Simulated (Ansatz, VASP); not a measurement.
## Two plane-wave programs on W

```xyz
3
Lattice="3.1827 0.0000 0.0000 0.0000 3.1827 0.0000 -1.5914 -1.5914 4.7795" Properties=species:S:1:pos:R:3 pbc="T T T"
W     0.0000    0.0000    0.0000
W     0.0000    0.0000    3.1863
W     1.5914    1.5914    1.5932
```

Alike in both runs: functional PBE; k mesh 14 × 14 × 14; occupations gaussian, width 0.1 eV; no spin polarisation.

Ansatz relaxed the structure, and its values are those at the end. VASP's run is a single point on that final structure, the one shown.

|  | VASP | Ansatz |
| --- | --- | --- |
| version | VASP 6.6.1 | Ansatz 0.2.0 |
| potentials or method | VASP PAW PBE potentials, release 64 (W_sv), cutoff 520 eV | scalar-relativistic, plane waves, PAW |
| valence electrons in the cell | 42 | 42 |

```csv
,VASP,Ansatz,Ansatz less VASP
gap on the k mesh at the Fermi level (eV),none,none,-
pressure (GPa),0.5,0.0,-0.54
```

A gap of «none» marks a metal or a gap that the smearing closes. With one functional, cell and mesh, what is left measures potentials, basis and numerics.

Neither program's run includes spin-orbit coupling.
